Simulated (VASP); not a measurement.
# CO2 (Pbca) in VASP: a series of runs

CO2 is run at these levels: PBE; tasks: single point.

Everything below comes from runs of VASP 6.6.1. Logs are shortened: lines on timing, memory, paths and dates and some standing lists are left out, and cuts for length are marked.

## 1. The cell of the first run

It takes space group Pbca (No. 61, orthorhombic). Conventional cell: a = 5.756 Å, b = 5.756 Å, c = 6.494 Å, α = 90.00°, β = 90.00°, γ = 90.00°. Within 1.6 Å of C (site symmetry -1) lie 2 O at 1.16 Å. Within 1.6 Å of O (site symmetry 1) lie 1 C at 1.16 Å.

## 2. Single point, PBE (17.93 Å³/atom)

File INCAR:

```
PREC = Accurate
ENCUT = 520
EDIFF = 1E-6
ISMEAR = 0
SIGMA = 0.05
LREAL = F
LASPH = T
NELM = 80
ALGO = Normal
ISIF = 2
LWAVE = F
LCHARG = F
GGA = PE
NBANDS = 44
```

File KPOINTS:

```
Automatic mesh
0
Gamma
  4 4 4
```

File POSCAR:

```
CO2
1.0
    5.7562718176      0.0000000000      0.0000000000
    0.0000000000      5.7562718176      0.0000000000
    0.0000000000      0.0000000000      6.4942258646
C O
4 8
Direct
    0.0000000000      0.0000000000      0.0000000000
    0.5000000000      0.0000000000      0.5000000000
    0.5000000000      0.5000000000      0.0000000000
    0.0000000000      0.5000000000      0.5000000000
    0.1114834447      0.1114834447      0.1114834447
    0.3885165553      0.8885165553      0.6114834447
    0.6114834447      0.3885165553      0.8885165553
    0.8885165553      0.6114834447      0.3885165553
    0.8885165553      0.8885165553      0.8885165553
    0.6114834447      0.1114834447      0.3885165553
    0.3885165553      0.6114834447      0.1114834447
    0.1114834447      0.3885165553      0.6114834447
```

Potentials or basis: VASP PAW PBE potentials, release 64 (C, O).

Command:

```
$ cat potpaw_PBE.64/C/POTCAR potpaw_PBE.64/O/POTCAR > POTCAR
$ mpirun -np 1 vasp_std > vasp.out
```

OUTCAR:

```text
PREC = Accurate
   ENCUT = 520
   EDIFF = 1E-6
   ISMEAR = 0
   LREAL = F
   LASPH = T
   NELM = 80
   ISIF = 2
   GGA = PE

 ion  position               nearest neighbor table
   1  0.000  0.000  0.000-   5 1.16   9 1.16
   2  0.500  0.000  0.500-   6 1.16  10 1.16
   3  0.500  0.500  0.000-   7 1.16  11 1.16
   4  0.000  0.500  0.500-   8 1.16  12 1.16
   5  0.111  0.111  0.111-   1 1.16
   6  0.389  0.889  0.611-   2 1.16
   7  0.611  0.389  0.889-   3 1.16
   8  0.889  0.611  0.389-   4 1.16
   9  0.889  0.889  0.889-   1 1.16
  10  0.611  0.111  0.389-   2 1.16
  11  0.389  0.611  0.111-   3 1.16
  12  0.111  0.389  0.611-   4 1.16

  LATTYP: Found a simple tetragonal cell.
 ALAT       =     5.7562718176
 C/A-ratio  =     1.1282000000

  Lattice vectors:

 A1 = (   5.7562718176,   0.0000000000,   0.0000000000)
 A2 = (   0.0000000000,   5.7562718176,   0.0000000000)
 A3 = (   0.0000000000,   0.0000000000,   6.4942258646)

Analysis of symmetry for initial positions (statically):
=====================================================================
 Subroutine PRICEL returns:
 Original cell was already a primitive cell.

 Routine SETGRP: Setting up the symmetry group for a
 simple tetragonal supercell.

 Subroutine GETGRP returns: Found  8 space group operations
 (whereof  2 operations were pure point group operations)
 out of a pool of 16 trial point group operations.

The static configuration has the point symmetry S_2 .
 The point group associated with its full space group is D_2h.

Analysis of symmetry for dynamics (positions and initial velocities):
=====================================================================
 Subroutine PRICEL returns:
 Original cell was already a primitive cell.

 Routine SETGRP: Setting up the symmetry group for a
 simple tetragonal supercell.

 Subroutine GETGRP returns: Found  8 space group operations
 (whereof  2 operations were pure point group operations)
 out of a pool of 16 trial point group operations.

The dynamic configuration has the point symmetry S_2 .
 The point group associated with its full space group is D_2h.

 Subroutine INISYM returns: Found  8 space group operations
[... 118 lines left out ...]
   LREAL  =      F    real-space projection
   EDIFFG = 0.1E-04   stopping-criterion for IOM
   NSW    =      0    number of steps for IOM
   IBRION =     -1    ionic relax: 0-MD 1-quasi-New 2-CG
   NFREE  =      0    steps in history (QN), initial steepest desc. (CG)
   ISIF   =      2    stress and relaxation
   ISYM   =      2    0-nonsym 1-usesym 2-fastsym
   POTIM  = 0.5000    time-step for ionic-motion
   TEBEG  =    0.0;   TEEND  =   0.0 temperature during run
   PSTRESS=    0.0 pullay stress
   NELECT =      64.0000    total number of electrons
   NUPDOWN=      -1.0000    fix difference up-down
   EMIN   =  10.00;   EMAX   =-10.00  energy-range for DOS
   EFERMI =   0.00;   METHOD = LEGACY
   ISMEAR =     0;   SIGMA  =   0.05  broadening in eV -4-tet -1-fermi 0-gaus
   EFERMI_NEDOS =   21; number of points for ismear=-14 and -15
   IALGO  =     38    algorithm
   IMIX   =      4    mixing-type and parameters
     AMIX     =   0.40;   BMIX     =  1.00
     AMIX_MAG =   1.60;   BMIX_MAG =  1.00
  volume/ion in A,a.u.               =      17.93       121.01
  Fermi-wavevector in a.u.,A,eV,Ry     =   1.092777  2.065049 16.247551  1.194161
  Thomas-Fermi vector in A             =   2.229049
   LORBIT       =      0    0 simple, 1 ext, 2 COOP (PROOUT), +10 PAW based schemes
   GGA     = PE    functional components
   LHFCALC =     F    Hartree Fock is set to
   AEXX    =    0.0000 exact exchange contribution
   IVDW    =     0    specifies the selected vdW correction
   LEPSILON=     F    determine dielectric tensor
   LRPA    =     F    only Hartree local field effects (RPA)
 non-spin polarized calculation
 Gauss-broadening in eV      SIGMA  =   0.05
  energy-cutoff  :      520.00
  volume of cell :      215.18
 maximum number of plane-waves:      5814
 NGX is ok and might be reduce to    48
   NGX = 21   NGY = 21   NGZ = 25

 number of electron      64.0000005 magnetization

 Free energy of the ion-electron system (eV)
  ---------------------------------------------------
  ext. energy  EPLUGINS =         0.00000000
  ---------------------------------------------------
  free energy    TOTEN  =       -92.16401916 eV

  energy without entropy =      -92.16401916  energy(sigma->0) =      -92.16401916

 E-fermi :  -4.3154     XC(G=0):  -6.9909

 val. band max:       -4.6220398222   @ k =   0.0000   0.0000   0.0000
 cond. band min:       1.9946556574   @ k =   0.0000   0.0000   0.0000
 fundamental gap:      6.6166954795
 Fermi energy:        -4.3154009648

 k-point     1 :       0.0000    0.0000    0.0000
  band No.  band energies     occupation
      1     -25.1800      2.00000
      2     -25.1033      2.00000
      3     -25.0741      2.00000
      4     -25.0715      2.00000
      5     -24.1297      2.00000
      6     -24.1101      2.00000
[... 1117 lines left out ...]
     43       5.4732      0.00000
     44       5.4732      0.00000

 [... further k-points ...]
[... 5 lines left out ...]
  --------------------------------------------------------------------------------------
  -------------------------------------------------------------------------------------
  Total        4.5276855      4.6394285      5.1792584      0.0000000      0.0000000      0.0000000
  in kB       33.7114056     34.5434008     38.5627667      0.0000000      0.0000000      0.0000000
  external PRESSURE =      35.6058577 kB  Pullay stress =       0.0000000 kB

 VOLUME and BASIS-vectors are now :
 -----------------------------------------------------------------------------
  energy-cutoff  :      520.00
  volume of cell :      215.18
      direct lattice vectors                 reciprocal lattice vectors
     5.756271818  0.000000000  0.000000000     0.173723554  0.000000000  0.000000000
     0.000000000  5.756271818  0.000000000     0.000000000  0.173723554  0.000000000
     0.000000000  0.000000000  6.494225865     0.000000000  0.000000000  0.153982941

 POSITION                                       TOTAL-FORCE (eV/Angst)
 -----------------------------------------------------------------------------------
      0.00000      0.00000      0.00000         0.000000      0.000000      0.000000
      2.87814      0.00000      3.24711         0.000000      0.000000      0.000000
      2.87814      2.87814      0.00000         0.000000      0.000000      0.000000
      0.00000      2.87814      3.24711         0.000000      0.000000      0.000000
      0.64173      0.64173      0.72400         0.875608      0.895107      0.976928
      2.23641      5.11454      3.97111        -0.875608     -0.895107      0.976928
      3.51986      2.23641      5.77023         0.875608     -0.895107     -0.976928
      5.11454      3.51986      2.52311        -0.875608      0.895107     -0.976928
      5.11454      5.11454      5.77023        -0.875608     -0.895107     -0.976928
      3.51986      0.64173      2.52311         0.875608      0.895107     -0.976928
      2.23641      3.51986      0.72400        -0.875608      0.895107      0.976928
      0.64173      2.23641      3.97111         0.875608     -0.895107      0.976928
 -----------------------------------------------------------------------------------
    total drift:                                0.000000      0.000000      0.000000

  FREE ENERGIE OF THE ION-ELECTRON SYSTEM (eV)
  ---------------------------------------------------
  free  energy   TOTEN  =       -92.1640191646 eV

  energy  without entropy=      -92.1640191646  energy(sigma->0) =      -92.16401916
```

stdout:

```text
POSCAR found type information on POSCAR C O
 POSCAR found :  2 types and      12 ions
 scaLAPACK will be used
 LDA part: xc-table for (Slater+PW92), standard interpolation
 POSCAR, INCAR and KPOINTS ok, starting setup
 FFT: planning ... GRIDC
 FFT: planning ... GRID_SOFT
 FFT: planning ... GRID
 WAVECAR not read
 entering main loop
```

It took 1.8 min on 1 thread of Intel Xeon Platinum 8559C (Emerald Rapids), shared host; peak memory 0.41 GiB.

Results:

```yaml
Free_energy: -92.1640 eV
Pressure: 3.6 GPa
Largest_force: 1.588 eV/Å
Band_gap_on_the_k_mesh: 6.62 eV
```

Forces in eV/Å, atoms in the order of the input:
```
C    0.000  0.000  0.000
C    0.000  0.000  0.000
C    0.000  0.000  0.000
C    0.000  0.000  0.000
O    0.876  0.895  0.977
O   -0.876 -0.895  0.977
O    0.876 -0.895 -0.977
O   -0.876  0.895 -0.977
O   -0.876 -0.895 -0.977
O    0.876  0.895 -0.977
O   -0.876  0.895  0.977
O    0.876 -0.895  0.977
```

Stress tensor (GPa, compression positive):
```
3.37 0.00 0.00
0.00 3.45 0.00
0.00 0.00 3.86
```

Levels at points of the mesh, in eV from the valence-band top:
```tsv
k point	band 30	band 31	band 32	band 33	band 34	band 35
(0.00, 0.00, 0.00)	-0.17	-0.16	0.00	6.62	8.16	8.29
(0.50, 0.00, 0.00)	-0.24	-0.14	-0.14	8.03	8.03	8.28
(0.00, 0.50, 0.00)	-0.23	-0.13	-0.13	8.04	8.04	8.15
(0.50, 0.50, 0.00)	-0.23	-0.23	-0.23	8.17	8.17	8.17
(0.00, 0.00, 0.50)	-0.27	-0.08	-0.08	7.73	7.73	8.19
(0.50, 0.00, 0.50)	-0.21	-0.21	-0.21	8.20	8.20	8.20
(0.00, 0.50, 0.50)	-0.22	-0.22	-0.22	8.17	8.17	8.17
(0.50, 0.50, 0.50)	-0.21	-0.21	-0.21	8.24	8.24	8.24
```

Caveat: the cell stands under pressure; this functional lacks dispersion, which holds the molecules together, so the pressure and a relaxed volume are unreliable; forces of over 1 eV/Å act on the atoms, so gaps and moduli don't describe the material at rest.

## 3. Single point, PBE (15.56 Å³/atom)

This run uses another cell than the first one, of 15.56 Å³/atom.

File INCAR:

```
PREC = Accurate
ENCUT = 520
EDIFF = 1E-6
ISMEAR = 0
SIGMA = 0.05
LREAL = False
LASPH = True
NELM = 60
ALGO = Normal
ISIF = 2
LWAVE = False
LCHARG = False
GGA = PE
NBANDS = 44
```

File KPOINTS:

```
regular mesh
0
Gamma
  4 4 4
```

POSCAR, as its differences from that of step 2:

```diff
@@ -2,5 +2,5 @@
 1.0
-    5.7562718176      0.0000000000      0.0000000000
-    0.0000000000      5.7562718176      0.0000000000
-    0.0000000000      0.0000000000      6.4942258646
+    5.9501740165      0.0000000000      0.0000000000
+    0.0000000000      5.9501740165      0.0000000000
+    0.0000000000      0.0000000000      5.2742342482
 C O
```

Potentials or basis: VASP PAW PBE potentials, release 64 (C, O).

Command:

```
$ cat potpaw_PBE.64/C/POTCAR potpaw_PBE.64/O/POTCAR > POTCAR
$ mpirun -np 1 vasp_std > vasp.out
```

Wall time 1.7 min (1 thread of AMD EPYC 9R45 (Zen 5), shared host); peak memory 0.34 GiB.

Results (log left out):

| Property | Result |
| --- | --- |
| Free energy | -89.9495 eV |
| Pressure | 22.8 GPa |
| Largest force | 8.859 eV/Å |
| Band gap on the k mesh | 7.10 eV |

Forces in eV/Å, atoms in the order of the input:
```
C    0.000  0.000  0.000
C    0.000  0.000  0.000
C    0.000  0.000  0.000
C    0.000  0.000  0.000
O    5.312  5.283  4.728
O   -5.312 -5.283  4.728
O    5.312 -5.283 -4.728
O   -5.312  5.283 -4.728
O   -5.312 -5.283 -4.728
O    5.312  5.283 -4.728
O   -5.312  5.283  4.728
O    5.312 -5.283  4.728
```

Stress tensor (GPa, compression positive):
```
24.17  0.00  0.00
 0.00 24.31  0.00
 0.00  0.00 19.82
```

Levels at points of the mesh, in eV from the valence-band top:
| k point | band 30 | band 31 | band 32 | band 33 | band 34 | band 35 |
| --- | --- | --- | --- | --- | --- | --- |
| (0.00, 0.00, 0.00) | -0.22 | -0.22 | 0.00 | 7.10 | 9.07 | 9.15 |
| (0.50, 0.00, 0.00) | -0.32 | -0.12 | -0.12 | 8.38 | 8.38 | 8.95 |
| (0.00, 0.50, 0.00) | -0.33 | -0.15 | -0.15 | 8.39 | 8.39 | 9.11 |
| (0.50, 0.50, 0.00) | -0.33 | -0.33 | -0.33 | 8.93 | 8.93 | 8.93 |
| (0.00, 0.00, 0.50) | -0.30 | -0.20 | -0.20 | 8.75 | 8.75 | 9.07 |
| (0.50, 0.00, 0.50) | -0.28 | -0.28 | -0.28 | 8.95 | 8.95 | 8.95 |
| (0.00, 0.50, 0.50) | -0.25 | -0.25 | -0.25 | 8.99 | 8.99 | 8.99 |
| (0.50, 0.50, 0.50) | -0.25 | -0.25 | -0.25 | 9.14 | 9.14 | 9.14 |

Caveat: the cell stands under pressure; this functional lacks dispersion, which holds the molecules together, so the pressure and a relaxed volume are unreliable; forces of over 1 eV/Å act on the atoms, so gaps and moduli don't describe the material at rest. A k mesh can miss the band edges.

## 4. Single point, PBE (17.34 Å³/atom)

This run uses another cell than the first one, of 17.34 Å³/atom.

File INCAR:

```
SYSTEM = CO2
PREC = Accurate
ENCUT = 520
EDIFF = 1E-6
ISMEAR = 0
SIGMA = 0.05
LREAL = .False.
LASPH = .True.
NELM = 100
ALGO = Normal
ISIF = 2
LWAVE = .False.
LCHARG = .True.
GGA = PE
LELF = .True.
LVHAR = .True.
NBANDS = 44
```

File KPOINTS:

```
regular mesh
0
Gamma
  4 4 4
  0 0 0
```

POSCAR, as its differences from that of step 3:

```diff
@@ -2,5 +2,5 @@
 1.0
-    5.9501740165      0.0000000000      0.0000000000
-    0.0000000000      5.9501740165      0.0000000000
-    0.0000000000      0.0000000000      5.2742342482
+    5.6921071365      0.0000000000      0.0000000000
+    0.0000000000      5.6921071365      0.0000000000
+    0.0000000000      0.0000000000      6.4218352714
 C O
```

Potentials or basis: VASP PAW PBE potentials, release 64 (C, O).

Command:

```
$ cat potpaw_PBE.64/C/POTCAR potpaw_PBE.64/O/POTCAR > POTCAR
$ mpirun -np 1 vasp_std > vasp.out
```

OUTCAR:

```text
SYSTEM = CO2
   PREC = Accurate
   ENCUT = 520
   EDIFF = 1E-6
   ISMEAR = 0
   LREAL = .False.
   LASPH = .True.
   NELM = 100
   ISIF = 2
   GGA = PE

 ion  position               nearest neighbor table
   1  0.000  0.000  0.000-   5 1.15   9 1.15
   2  0.500  0.000  0.500-   6 1.15  10 1.15
   3  0.500  0.500  0.000-   7 1.15  11 1.15
   4  0.000  0.500  0.500-   8 1.15  12 1.15
   5  0.111  0.111  0.111-   1 1.15
   6  0.389  0.889  0.611-   2 1.15
   7  0.611  0.389  0.889-   3 1.15
   8  0.889  0.611  0.389-   4 1.15
   9  0.889  0.889  0.889-   1 1.15
  10  0.611  0.111  0.389-   2 1.15
  11  0.389  0.611  0.111-   3 1.15
  12  0.111  0.389  0.611-   4 1.15

  LATTYP: Found a simple tetragonal cell.
 ALAT       =     5.6921071365
 C/A-ratio  =     1.1282000000

  Lattice vectors:

 A1 = (   5.6921071365,   0.0000000000,   0.0000000000)
 A2 = (   0.0000000000,   5.6921071365,   0.0000000000)
 A3 = (   0.0000000000,   0.0000000000,   6.4218352714)

[... 200 lines left out ...]
 fundamental gap:      6.7259067604
 Fermi energy:        -4.2676645530

 k-point     1 :       0.0000    0.0000    0.0000
  band No.  band energies     occupation
      1     -25.2128      2.00000
      2     -25.1295      2.00000
      3     -25.0978      2.00000
      4     -25.0952      2.00000
      5     -24.1619      2.00000
      6     -24.1411      2.00000
[... 1117 lines left out ...]
     43       5.8368      0.00000
     44       5.8368      0.00000

 [... further k-points ...]
[... 5 lines left out ...]
  --------------------------------------------------------------------------------------
  -------------------------------------------------------------------------------------
  Total        8.8534061      8.9759931     10.5975913      0.0000000      0.0000000      0.0000000
  in kB       68.1735131     69.1174651     81.6041897      0.0000000      0.0000000      0.0000000
  external PRESSURE =      72.9650560 kB  Pullay stress =       0.0000000 kB

 VOLUME and BASIS-vectors are now :
 -----------------------------------------------------------------------------
  energy-cutoff  :      520.00
  volume of cell :      208.07
      direct lattice vectors                 reciprocal lattice vectors
     5.692107136  0.000000000  0.000000000     0.175681865  0.000000000  0.000000000
     0.000000000  5.692107136  0.000000000     0.000000000  0.175681865  0.000000000
     0.000000000  0.000000000  6.421835271     0.000000000  0.000000000  0.155718725

 POSITION                                       TOTAL-FORCE (eV/Angst)
 -----------------------------------------------------------------------------------
      0.00000      0.00000      0.00000         0.000000     -0.000000      0.000000
      2.84605      0.00000      3.21092         0.000000     -0.000000      0.000000
      2.84605      2.84605      0.00000         0.000000     -0.000000      0.000000
      0.00000      2.84605      3.21092         0.000000     -0.000000      0.000000
      0.63458      0.63458      0.71593         1.716131      1.738024      1.924324
      2.21148      5.05753      3.92685        -1.716131     -1.738024      1.924324
      3.48063      2.21148      5.70591         1.716131     -1.738024     -1.924324
      5.05753      3.48063      2.49499        -1.716131      1.738024     -1.924324
      5.05753      5.05753      5.70591        -1.716131     -1.738024     -1.924324
      3.48063      0.63458      2.49499         1.716131      1.738024     -1.924324
      2.21148      3.48063      0.71593        -1.716131      1.738024      1.924324
      0.63458      2.21148      3.92685         1.716131     -1.738024      1.924324
 -----------------------------------------------------------------------------------
    total drift:                               -0.000000      0.000000      0.000000

  FREE ENERGIE OF THE ION-ELECTRON SYSTEM (eV)
  ---------------------------------------------------
  free  energy   TOTEN  =       -91.9145602612 eV

  energy  without entropy=      -91.9145602612  energy(sigma->0) =      -91.91456026
```

stdout:

```text
POSCAR found type information on POSCAR C O
 POSCAR found :  2 types and      12 ions
 scaLAPACK will be used
 LDA part: xc-table for (Slater+PW92), standard interpolation
 POSCAR, INCAR and KPOINTS ok, starting setup
 FFT: planning ... GRIDC
 FFT: planning ... GRID_SOFT
 FFT: planning ... GRID
 WAVECAR not read
 entering main loop
```

Run time: 1.9 min. Hardware: 1 thread of Intel Xeon Platinum 8488C (Sapphire Rapids), shared host; peak memory 0.36 GiB.

What came out:

* Free energy: -91.9146 eV
* Pressure: 7.3 GPa
* Largest force: 3.109 eV/Å
* Band gap on the k mesh: 6.73 eV

Forces in eV/Å, atoms in the order of the input:
```
C    0.000  0.000  0.000
C    0.000  0.000  0.000
C    0.000  0.000  0.000
C    0.000  0.000  0.000
O    1.716  1.738  1.924
O   -1.716 -1.738  1.924
O    1.716 -1.738 -1.924
O   -1.716  1.738 -1.924
O   -1.716 -1.738 -1.924
O    1.716  1.738 -1.924
O   -1.716  1.738  1.924
O    1.716 -1.738  1.924
```

Levels at points of the mesh, in eV from the valence-band top:
| k point | band 29 | band 30 | band 31 | band 32 | band 33 | band 34 | band 35 | band 36 |
| --- | --- | --- | --- | --- | --- | --- | --- | --- |
| (0.00, 0.00, 0.00) | -0.19 | -0.18 | -0.17 | 0.00 | 6.73 | 8.37 | 8.50 | 8.51 |
| (0.50, 0.00, 0.00) | -0.25 | -0.25 | -0.15 | -0.15 | 8.17 | 8.17 | 8.49 | 8.49 |
| (0.00, 0.50, 0.00) | -0.25 | -0.25 | -0.14 | -0.14 | 8.17 | 8.17 | 8.34 | 8.34 |
| (0.50, 0.50, 0.00) | -0.24 | -0.24 | -0.24 | -0.24 | 8.36 | 8.36 | 8.36 | 8.36 |
| (0.00, 0.00, 0.50) | -0.28 | -0.28 | -0.09 | -0.09 | 7.86 | 7.86 | 8.38 | 8.38 |
| (0.50, 0.00, 0.50) | -0.23 | -0.23 | -0.23 | -0.23 | 8.39 | 8.39 | 8.39 | 8.39 |
| (0.00, 0.50, 0.50) | -0.23 | -0.23 | -0.23 | -0.23 | 8.36 | 8.36 | 8.36 | 8.36 |
| (0.50, 0.50, 0.50) | -0.22 | -0.22 | -0.22 | -0.22 | 8.45 | 8.45 | 8.45 | 8.45 |

Caveat: the cell stands under pressure; this functional lacks dispersion, which holds the molecules together, so the pressure and a relaxed volume are unreliable; forces of over 1 eV/Å act on the atoms, so gaps and moduli don't describe the material at rest. A k mesh can miss the band edges.

(Part 1 of 2 ends here.)
